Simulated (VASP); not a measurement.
# PbF2 (Fm-3m) in VASP: single point with PBEsol

Aim: the single point of PbF2 with PBEsol.

All numbers are computed with VASP 6.6.1; they aren't measurements. Logs are shortened: lines on timing, memory, paths and dates and some standing lists are left out, and cuts for length are marked.

### 1 The cell of the first run

The structure is cubic, space group Fm-3m (No. 225). The conventional cell has a = 6.057 Å, b = 6.057 Å, c = 6.057 Å, α = 90.00°, β = 90.00°, γ = 90.00°. Within 3.5 Å of Pb (site symmetry m-3m) lie 8 F at 2.62 Å. F (site symmetry -43m) has 4 Pb at 2.62 Å and 6 F at 3.03 Å within 3.5 Å.

### 2 Single point, PBEsol, non-collinear spin, zero start, spin-orbit coupling (18.51 Å³/atom)

The input, INCAR:

```
SYSTEM = PbF2
PREC = Accurate
ENCUT = 520
EDIFF = 1E-7
ISMEAR = 0
SIGMA = 0.01
LREAL = .False.
LASPH = .True.
NELM = 150
ALGO = Normal
ISIF = 2
LWAVE = .False.
LCHARG = .False.
LNONCOLLINEAR = .True.
MAGMOM = 0 0 0 0 0 0 0 0 0
LORBIT = 11
LSORBIT = .True.
GGA_COMPAT = .False.
LORBMOM = .True.
GGA = PS
NBANDS = 41
```

The input, KPOINTS:

```
Automatic mesh
0
Gamma
  8 8 8
  0 0 0
```

The input, POSCAR:

```
PbF2
1.0
    0.0000000000      3.0282500826      3.0282500826
    3.0282500826      0.0000000000      3.0282500826
    3.0282500826      3.0282500826      0.0000000000
Pb F
1 2
Direct
    0.0000000000      0.0000000000      0.0000000000
    0.2500000000      0.2500000000      0.2500000000
    0.7500000000      0.7500000000      0.7500000000
```

Potentials or basis: VASP PAW PBE potentials, release 64 (Pb_d, F).

The run is started by

```console
$ cat potpaw_PBE.64/Pb_d/POTCAR potpaw_PBE.64/F/POTCAR > POTCAR
$ mpirun -np 1 vasp_ncl > vasp.out
```

OUTCAR:

```text
SYSTEM = PbF2
   PREC = Accurate
   ENCUT = 520
   EDIFF = 1E-7
   ISMEAR = 0
   LREAL = .False.
   LASPH = .True.
   NELM = 150
   ISIF = 2
   LNONCOLLINEAR = .True.
   LORBIT = 11
   LSORBIT = .True.
   GGA = PS

 ion  position               nearest neighbor table
   1  0.000  0.000  0.000-   2 2.62   3 2.62   3 2.62   3 2.62   3 2.62   2 2.62   2 2.62   2 2.62

   2  0.250  0.250  0.250-   1 2.62   1 2.62   1 2.62   1 2.62
   3  0.750  0.750  0.750-   1 2.62   1 2.62   1 2.62   1 2.62

  LATTYP: Found a face centered cubic cell.
 ALAT       =     6.0565001652

  Lattice vectors:

 A1 = (   0.0000000000,   3.0282500826,   3.0282500826)
 A2 = (   3.0282500826,   0.0000000000,   3.0282500826)
 A3 = (   3.0282500826,   3.0282500826,   0.0000000000)

Analysis of symmetry for initial positions (statically):
=====================================================================
 Subroutine PRICEL returns:
 Original cell was already a primitive cell.

 Routine SETGRP: Setting up the symmetry group for a
 face centered cubic supercell.

 Subroutine GETGRP returns: Found 48 space group operations
 (whereof 48 operations were pure point group operations)
 out of a pool of 48 trial point group operations.

The static configuration has the point symmetry O_h .

Analysis of symmetry for dynamics (positions and initial velocities):
=====================================================================
 Subroutine PRICEL returns:
 Original cell was already a primitive cell.

 Routine SETGRP: Setting up the symmetry group for a
 face centered cubic supercell.

 Subroutine GETGRP returns: Found 48 space group operations
 (whereof 48 operations were pure point group operations)
 out of a pool of 48 trial point group operations.

The dynamic configuration has the point symmetry O_h .

Analysis of structural, dynamic, and magnetic symmetry:
=====================================================================
 Subroutine PRICEL returns:
 Original cell was already a primitive cell.

 Routine SETGRP: Setting up the symmetry group for a
 face centered cubic supercell.

 Subroutine GETGRP returns: Found 48 space group operations
 (whereof 48 operations were pure point group operations)
 out of a pool of 48 trial point group operations.

The overall configuration has the point symmetry O_h .

 Subroutine INISYM returns: Found 48 space group operations
 (whereof 48 operations are pure point group operations),
[... 1215 lines left out ...]
      0.00000      0.00000      0.00000         0.000000      0.000000      0.000000
      1.51413      1.51413      1.51413        -0.000000     -0.000000     -0.000000
      4.54238      4.54238      4.54238         0.000000      0.000000      0.000000
 -----------------------------------------------------------------------------------
    total drift:                               -0.000000     -0.000000     -0.000000

  FREE ENERGIE OF THE ION-ELECTRON SYSTEM (eV)
  ---------------------------------------------------
  free  energy   TOTEN  =       -15.1434146124 eV

  energy  without entropy=      -15.1434146124  energy(sigma->0) =      -15.14341461

 orbital moment (x)

 # of ion     p       d       tot
 ----------------------------------------
  1         0.000   0.000   0.000
  2         0.000   0.000   0.000
  3         0.000   0.000   0.000
 ----------------------------------------
            0.000   0.000   0.000

 orbital moment (y)

 # of ion     p       d       tot
 ----------------------------------------
  1        -0.000  -0.000  -0.000
  2         0.000   0.000   0.000
  3         0.000   0.000   0.000
 ----------------------------------------
            0.000  -0.000   0.000

 orbital moment (z)

 # of ion     p       d       tot
 ----------------------------------------
  1         0.000   0.000   0.000
  2         0.000   0.000   0.000
  3         0.000   0.000   0.000
 ----------------------------------------
            0.000   0.000   0.000

 Spin-Orbit-Coupling matrix elements

 Ion:    1  E_soc:     -0.5623348
 l=   1
     0.0000000    -0.0282296    -0.0282296
    -0.0282296     0.0000000    -0.0282296
    -0.0282296    -0.0282296     0.0000000
 l=   2
     0.0000000    -0.0129918     0.0000000    -0.0129918    -0.0525010
    -0.0129918     0.0000000    -0.0393758    -0.0129918    -0.0131253
     0.0000000    -0.0393758     0.0000000    -0.0393758     0.0000000
    -0.0129918    -0.0129918    -0.0393758     0.0000000    -0.0131253
    -0.0525010    -0.0131253     0.0000000    -0.0131253     0.0000000
 l=   3
     0.0000000     0.0000000     0.0000000     0.0000000     0.0000000     0.0000000     0.0000000
     0.0000000     0.0000000     0.0000000     0.0000000     0.0000000     0.0000000     0.0000000
     0.0000000     0.0000000     0.0000000     0.0000000     0.0000000     0.0000000     0.0000000
     0.0000000     0.0000000     0.0000000     0.0000000     0.0000000     0.0000000     0.0000000
[... 29 lines left out ...]
 l=   2
     0.0000000     0.0000000     0.0000000     0.0000000     0.0000000
     0.0000000     0.0000000     0.0000000     0.0000000     0.0000000
     0.0000000     0.0000000     0.0000000     0.0000000     0.0000000
     0.0000000     0.0000000     0.0000000     0.0000000     0.0000000
     0.0000000     0.0000000     0.0000000     0.0000000     0.0000000
 l=   3
     0.0000000     0.0000000     0.0000000     0.0000000     0.0000000     0.0000000     0.0000000
     0.0000000     0.0000000     0.0000000     0.0000000     0.0000000     0.0000000     0.0000000
     0.0000000     0.0000000     0.0000000     0.0000000     0.0000000     0.0000000     0.0000000
     0.0000000     0.0000000     0.0000000     0.0000000     0.0000000     0.0000000     0.0000000
     0.0000000     0.0000000     0.0000000     0.0000000     0.0000000     0.0000000     0.0000000
     0.0000000     0.0000000     0.0000000     0.0000000     0.0000000     0.0000000     0.0000000
     0.0000000     0.0000000     0.0000000     0.0000000     0.0000000     0.0000000     0.0000000

 total charge

# of ion       s       p       d       tot
------------------------------------------
    1        1.532   0.278   9.859  11.669
    2        1.738   4.294   0.000   6.033
    3        1.738   4.294   0.000   6.033
--------------------------------------------------
tot          5.008   8.867   9.859  23.734

 magnetization (x)

# of ion       s       p       d       tot
------------------------------------------
    1       -0.000  -0.000   0.000  -0.000
    2       -0.000  -0.000   0.000  -0.000
    3        0.000  -0.000   0.000  -0.000
--------------------------------------------------
tot         -0.000  -0.000   0.000  -0.000

 magnetization (y)

# of ion       s       p       d       tot
------------------------------------------
    1       -0.000  -0.000  -0.000  -0.000
    2       -0.000  -0.000   0.000  -0.000
    3        0.000  -0.000   0.000  -0.000
--------------------------------------------------
tot         -0.000  -0.000  -0.000  -0.000

 magnetization (z)

# of ion       s       p       d       tot
------------------------------------------
    1        0.000   0.000  -0.000   0.000
    2       -0.000  -0.000   0.000  -0.000
    3        0.000  -0.000   0.000  -0.000
--------------------------------------------------
tot          0.000  -0.000  -0.000  -0.000
```

OSZICAR:

```text
N       E                     dE             d eps       ncg     rms          rms(c)
DAV:   1     0.365001824484E+03    0.36500E+03   -0.13566E+04  2388   0.154E+03
DAV:   2     0.345118005499E+02   -0.33049E+03   -0.30704E+03  2555   0.455E+02
DAV:   3    -0.145097060560E+02   -0.49022E+02   -0.47702E+02  2774   0.193E+02
DAV:   4    -0.167878475820E+02   -0.22781E+01   -0.22710E+01  2862   0.452E+01
DAV:   5    -0.168702626439E+02   -0.82415E-01   -0.82398E-01  3226   0.870E+00    0.724E+00
DAV:   6    -0.151738578776E+02    0.16964E+01   -0.49782E+00  3608   0.222E+01    0.279E+00
DAV:   7    -0.151561006881E+02    0.17757E-01   -0.48988E-01  2585   0.438E+00    0.156E+00
DAV:   8    -0.151450896302E+02    0.11011E-01   -0.11772E-01  2607   0.353E+00    0.547E-01
DAV:   9    -0.151419314117E+02    0.31582E-02   -0.17886E-02  3258   0.112E+00    0.114E-01
DAV:  10    -0.151432071438E+02   -0.12757E-02   -0.13534E-03  2547   0.485E-01    0.723E-02
DAV:  11    -0.151434047536E+02   -0.19761E-03   -0.20150E-04  2647   0.114E-01    0.296E-02
DAV:  12    -0.151434073674E+02   -0.26138E-05   -0.81496E-05  3100   0.139E-01    0.105E-02
DAV:  13    -0.151434146017E+02   -0.72342E-05   -0.23137E-05  2608   0.384E-02    0.831E-03
DAV:  14    -0.151434145662E+02    0.35428E-07   -0.53659E-06  2790   0.324E-02    0.913E-04
DAV:  15    -0.151434146124E+02   -0.46137E-07   -0.44204E-07  2708   0.530E-03
   1 F= -.15143415E+02 E0= -.15143415E+02  d E =-.172772E-92  mag=    -0.0000     0.0000    -0.0000
```

stdout:

```text
POSCAR found type information on POSCAR PbF
 POSCAR found :  2 types and       3 ions
 scaLAPACK will be used
 -----------------------------------------------------------------------------
|                                                                             |
|                                                                             |
|     You enforced a specific xc type in the INCAR file but a different       |
|     I HOPE YOU KNOW WHAT YOU ARE DOING!                                     |
|                                                                             |
 -----------------------------------------------------------------------------

 LDA part: xc-table for (Slater+PW92), standard interpolation
 POSCAR, INCAR and KPOINTS ok, starting setup
 FFT: planning ... GRIDC
 FFT: planning ... GRID_SOFT
 FFT: planning ... GRID
 WAVECAR not read
 entering main loop
```

Wall time 2 min (1 thread of Intel Xeon Platinum 8488C (Sapphire Rapids), shared host); peak memory 0.34 GiB.

Results:

| Quantity | Value |
| --- | --- |
| Free energy | -15.1434 eV |
| Pressure | -5.3 GPa |
| Net moment | 0.00 μB per cell |
| Valence electrons inside the program's atomic spheres | Pb 11.67; F 6.03 |

Moments on the atoms (μB; x, y, z):
```
Pb  0.00 0.00 0.00
F   0.00 0.00 0.00
F   0.00 0.00 0.00
```

Caveat: the cell stands under tension; the PAW data sets were made with another functional, which shifts forces and pressure a little.
